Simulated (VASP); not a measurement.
# TaNb3F2 (R-3m) in VASP: relaxation of cell and atoms with PBE

Aim: the relaxation of cell and atoms of TaNb3F2 with PBE.

Program: VASP 6.6.1. These are calculated values, not measurements. Logs are shortened: lines on timing, memory, paths and dates and some standing lists are left out, and cuts for length are marked.

### 1 The cell of the first run

Symmetry: R-3m, No. 166, trigonal system. Conventional cell: a = 5.242 Å, b = 5.242 Å, c = 11.489 Å, α = 90.00°, β = 90.00°, γ = 120.00°. Ta (site symmetry -3m) has 6 Nb at 2.44 Å and 6 F at 3.06 Å within 3.2 Å. Within 3.2 Å of Nb (site symmetry 2/m) lie 2 Ta at 2.44 Å and 4 Nb at 2.62 Å and 6 F at 2.80 to 3.01 Å. F (site symmetry 3m) has 9 Nb at 2.80 to 3.01 Å and 4 F at 2.95 to 3.15 Å and 3 Ta at 3.06 Å within 3.7 Å.

The cell was generated, and may not be a known phase.

### 2 Relaxation of cell and atoms, PBE

The input, INCAR:

```
  ALGO = Normal
  EDIFF = 1E-6
  EDIFFG = -0.04
  ENCUT = 600
  GGA = PE
  IBRION = 2
  ISIF = 3
  ISMEAR = 0
  LASPH = T
  LCHARG = F
  LREAL = F
  LWAVE = F
  NELM = 60
  NSW = 90
  PREC = Accurate
  SIGMA = 0.1
```

The input, KPOINTS:

```
k-points
0
Gamma
  6 6 6
```

The input, POSCAR:

```
TaNb3F2
1.0
    2.6207755400      1.5131054700      3.8298234200
   -2.6207755400      1.5131054700      3.8298234200
    0.0000000000     -3.0262109300      3.8298234200
Ta Nb F
1 3 2
Direct
    0.0000000000      0.0000000000      0.0000000000
    0.0000000000      0.5000000000      0.0000000000
    0.5000000000      0.0000000000      0.0000000000
    0.0000000000      0.0000000000      0.5000000000
    0.6285859900      0.6285859900      0.6285859900
    0.3714140100      0.3714140100      0.3714140100
```

Potentials or basis: VASP PAW PBE potentials, release 64 (Ta_pv, Nb_sv, F).

On the command line:

```sh
cat potpaw_PBE.64/Ta_pv/POTCAR potpaw_PBE.64/Nb_sv/POTCAR potpaw_PBE.64/F/POTCAR > POTCAR
mpirun -np 1 vasp_std > vasp.out
```

OUTCAR:

```text
EDIFF = 1E-6
   EDIFFG = -0.04
   ENCUT = 600
   GGA = PE
   IBRION = 2
   ISIF = 3
   ISMEAR = 0
   LASPH = T
   LREAL = F
   NELM = 60
   NSW = 90
   PREC = Accurate

 ion  position               nearest neighbor table
   1  0.000  0.000  0.000-   4 2.44   4 2.44   2 2.44   3 2.44   2 2.44   3 2.44
   2  0.000  0.500  0.000-   1 2.44   1 2.44   3 2.62   3 2.62   4 2.62   4 2.62
   3  0.500  0.000  0.000-   1 2.44   1 2.44   2 2.62   2 2.62   4 2.62   4 2.62
   4  0.000  0.000  0.500-   1 2.44   1 2.44   2 2.62   3 2.62   2 2.62   3 2.62
   5  0.629  0.629  0.629-
   6  0.371  0.371  0.371-

  LATTYP: Found a trigonal (rhomboedric) cell.
 ALAT       =     4.8811371648
 COS(alpha) =     0.4234358611

  Lattice vectors:

 A1 = (   2.6207755400,   1.5131054700,   3.8298234200)
 A2 = (  -2.6207755400,   1.5131054700,   3.8298234200)
 A3 = (   0.0000000000,  -3.0262109300,   3.8298234200)

Analysis of symmetry for initial positions (statically):
=====================================================================
 Subroutine PRICEL returns:
 Original cell was already a primitive cell.

 Routine SETGRP: Setting up the symmetry group for a
 trigonal (rhombohedral) supercell.

 Subroutine GETGRP returns: Found 12 space group operations
 (whereof 12 operations were pure point group operations)
 out of a pool of 12 trial point group operations.

The static configuration has the point symmetry D_3d.

Analysis of symmetry for dynamics (positions and initial velocities):
=====================================================================
 Subroutine PRICEL returns:
 Original cell was already a primitive cell.

 Routine SETGRP: Setting up the symmetry group for a
 trigonal (rhombohedral) supercell.

 Subroutine GETGRP returns: Found 12 space group operations
 (whereof 12 operations were pure point group operations)
 out of a pool of 12 trial point group operations.

The dynamic configuration has the point symmetry D_3d.

 Subroutine INISYM returns: Found 12 space group operations
 (whereof 12 operations are pure point group operations),
 and found     1 'primitive' translations

----------------------------------------------------------------------------------------

                                     Primitive cell

  volume of cell :      91.1232

  direct lattice vectors                    reciprocal lattice vectors
     2.620775540  1.513105470  3.829823420     0.190783221  0.110148744  0.087036215
    -2.620775540  1.513105470  3.829823420    -0.190783221  0.110148744  0.087036215
     0.000000000 -3.026210930  3.829823420     0.000000000 -0.220297488  0.087036215

  length of vectors
     4.881137165  4.881137165  4.881137165     0.236867655  0.236867655  0.236867655

  position of ions in fractional coordinates (direct lattice)
     0.000000000  0.000000000  0.000000000
[... 108 lines left out ...]
  Fermi-wavevector in a.u.,A,eV,Ry     =   1.455208  2.749945 28.812119  2.117631
  Thomas-Fermi vector in A             =   2.572269
   LORBIT       =      0    0 simple, 1 ext, 2 COOP (PROOUT), +10 PAW based schemes
   GGA     = PE    functional components
   LHFCALC =     F    Hartree Fock is set to
   AEXX    =    0.0000 exact exchange contribution
   IVDW    =     0    specifies the selected vdW correction
   LEPSILON=     F    determine dielectric tensor
   LRPA    =     F    only Hartree local field effects (RPA)
 conjugate gradient relaxation of ions
 non-spin polarized calculation
 Gauss-broadening in eV      SIGMA  =   0.10
  energy-cutoff  :      600.00
  volume of cell :       91.12
 maximum number of plane-waves:      3088
   NGX = 19   NGY = 19   NGZ = 19

--------------------------------------- Ionic step        1  -------------------------------------------

 number of electron      64.0000003 magnetization

 Free energy of the ion-electron system (eV)
  ---------------------------------------------------
  ext. energy  EPLUGINS =         0.00000000
  ---------------------------------------------------
  free energy    TOTEN  =       -40.55815786 eV

  energy without entropy =      -40.53158698  energy(sigma->0) =      -40.54487242

------------------------ aborting loop because EDIFF is reached ----------------------------------------

  FORCE on cell =-STRESS in cart. coord.  units (eV):
  Direction    XX          YY          ZZ          XY          YZ          ZX
  --------------------------------------------------------------------------------------
  -------------------------------------------------------------------------------------
  Total       15.3273873     15.3273874     19.1013614      0.0000000      0.0000000     -0.0000000
  in kB      269.4943636    269.4943647    335.8504045      0.0000000      0.0000003     -0.0000000
  external PRESSURE =     291.6130443 kB  Pullay stress =       0.0000000 kB
[... 101 lines left out ...]
  FREE ENERGIE OF THE ION-ELECTRON SYSTEM (eV)
  ---------------------------------------------------
  free  energy   TOTEN  =       -42.2144226945 eV

  energy  without entropy=      -42.1724487080  energy(sigma->0) =      -42.19343570

 E-fermi :   5.0827     XC(G=0):  -9.9893

 val. band max:        5.0754728184   @ k =   0.5000   0.1667  -0.0000
 cond. band min:       5.0931472130   @ k =   0.5000   0.0000  -0.0000
 fundamental gap:      0.0176743946
 Fermi energy:         5.0826603092

 k-point     1 :       0.0000    0.0000    0.0000
  band No.  band energies     occupation
      1     -50.0264      2.00000
      2     -49.9282      2.00000
      3     -49.9282      2.00000
      4     -29.0835      2.00000
      5     -28.8881      2.00000
      6     -28.8881      2.00000
[... 973 lines left out ...]
     37       6.3863      0.00000
     38       6.6920      0.00000

 [... further k-points ...]

[... ionic steps 4 to 26 ...]

--------------------------------------- Ionic step       27  -------------------------------------------

 number of electron      64.0000018 magnetization

------------------------ aborting loop because EDIFF is reached ----------------------------------------
[... 75 lines left out ...]
--------------------------------------- Ionic step       29  -------------------------------------------

 number of electron      64.0000028 magnetization

 Free energy of the ion-electron system (eV)
  ---------------------------------------------------
  ext. energy  EPLUGINS =         0.00000000
  ---------------------------------------------------
  free energy    TOTEN  =       -45.71001350 eV

  energy without entropy =      -45.67601672  energy(sigma->0) =      -45.69301511

 E-fermi :   5.2668     XC(G=0): -10.0659

 val. band max:        5.2662832368   @ k =   0.3333   0.3333   0.3333
 cond. band min:       5.2754595046   @ k =  -0.3333  -0.3333   0.1667
 fundamental gap:      0.0091762679
 Fermi energy:         5.2668063524

 k-point     1 :       0.0000    0.0000    0.0000
  band No.  band energies     occupation
      1     -49.7825      2.00000
      2     -49.6407      2.00000
      3     -49.6407      2.00000
      4     -28.9643      2.00000
      5     -28.8538      2.00000
      6     -28.8538      2.00000
[... 1008 lines left out ...]
  FREE ENERGIE OF THE ION-ELECTRON SYSTEM (eV)
  ---------------------------------------------------
  free  energy   TOTEN  =       -45.7100134959 eV

  energy  without entropy=      -45.6760167242  energy(sigma->0) =      -45.69301511

 reached required accuracy - stopping structural energy minimisation
```

CONTCAR:

```text
TaNb3F2
   1.00000000000000
     2.9002779249832100    1.6744762491969019    4.2818965693178113
    -2.9002779249832100    1.6744762491969019    4.2818965693178113
    -0.0000000000000000   -3.3489524858101718    4.2818965686808523
  Ta              Nb              F
     1     3     2
Direct
     0.0000000000000000    0.0000000000000000    0.0000000000000000
     0.0000000000000000    0.5000000000000000    0.0000000000000000
     0.5000000000000000    0.0000000000000000    0.0000000000000000
     0.0000000000000000    0.0000000000000000    0.5000000000000000
     0.7249848826792553    0.7249848826792553    0.7249848826849016
     0.2750151173207443    0.2750151173207443    0.2750151173150981

  0.00000000E+00  0.00000000E+00  0.00000000E+00
  0.00000000E+00  0.00000000E+00  0.00000000E+00
  0.00000000E+00  0.00000000E+00  0.00000000E+00
  0.00000000E+00  0.00000000E+00  0.00000000E+00
  0.00000000E+00  0.00000000E+00  0.00000000E+00
  0.00000000E+00  0.00000000E+00  0.00000000E+00
```

Run time: 36 min. Hardware: 1 thread of Intel Xeon Platinum 8488C (Sapphire Rapids), shared host; peak memory 0.33 GiB.

Results:

- Free energy: -45.7100 eV
- Relaxed volume: 20.79 Å³/atom
- Relaxed cell: a = 5.436 Å, b = 5.436 Å, c = 5.436 Å, α = 64.49°, β = 64.49°, γ = 64.49°
- Space group after relaxing (to 0.1 Å): R-3m (No. 166)
- Energy gained by relaxing: 858.6 meV/atom
- Ionic steps: 29
- Pressure after relaxing: 0.1 GPa
- Largest force after relaxing: 0.040 eV/Å
- Band gap on the k mesh: zero (bands 32 and 33 overlap by 0.65 eV)

Forces in eV/Å, atoms in the order of the input:
```
Ta   0.000  0.000  0.000
Nb   0.000  0.000  0.000
Nb   0.000  0.000  0.000
Nb   0.000  0.000  0.000
F    0.000  0.000  0.040
F    0.000  0.000 -0.040
```

The path:
```tsv
step	energy change (eV)	largest force (eV/Å)	pressure (GPa)	volume (Å³)
1	0.0000	0.2691	29.16	91.12
2	-0.8740	0.3031	-11.29	132.62
3	-1.6563	0.2976	-0.08	112.90
4	-1.6559	0.2972	0.30	112.44
5	-1.6643	0.3385	0.30	112.47
6	-1.6968	0.4710	0.29	112.58
7	-1.7972	0.7673	0.24	112.78
8	-2.1506	1.3850	0.24	113.17
9	-3.3850	2.2139	0.83	113.91
10	-4.3752	2.0614	12.92	115.16
11	-4.5999	1.2477	4.19	114.59
12	-4.7569	0.3126	6.55	114.80
13	-4.7605	0.0859	7.13	114.84
14	-4.7624	0.0592	7.17	114.89
15	-4.7670	0.0228	7.28	115.02
16	-4.7722	0.1859	7.46	115.30
17	-4.7785	0.1792	7.34	115.42
18	-4.7971	0.1578	6.98	115.78
19	-4.8320	0.1155	6.25	116.50
20	-4.8926	0.0330	4.86	117.96
21	-4.9792	0.1224	2.30	120.90
22	-5.0240	0.3986	-2.19	126.91
23	-5.0281	0.3408	-1.25	125.56
24	-5.0410	0.3288	-1.20	125.53
25	-5.0756	0.2910	-1.03	125.43
26	-5.1263	0.2005	-0.63	125.19
27	-5.1448	0.0489	0.44	124.53
28	-5.1518	0.0469	0.03	124.79
29	-5.1519	0.0396	0.05	124.77
```

Final structure:
```cif
data_structure
_symmetry_space_group_name_H-M 'P 1'
_symmetry_Int_Tables_number 1
_cell_length_a 5.4360
_cell_length_b 5.4360
_cell_length_c 5.4360
_cell_angle_alpha 64.489
_cell_angle_beta 64.489
_cell_angle_gamma 64.489
_cell_volume 124.77
loop_
_atom_site_label
_atom_site_type_symbol
_atom_site_fract_x
_atom_site_fract_y
_atom_site_fract_z
_atom_site_occupancy
Ta1 Ta 0.00000 0.00000 0.00000 1
Nb1 Nb 0.00000 0.50000 0.00000 1
Nb2 Nb 0.50000 0.00000 0.00000 1
Nb3 Nb 0.00000 0.00000 0.50000 1
F1 F 0.72498 0.72498 0.72498 1
F2 F 0.27502 0.27502 0.27502 1
```

Caveat: the volume moved by over 15 % at a fixed basis, so the end points are rough; spin-orbit coupling is left out, which moves the levels of the heavy elements.
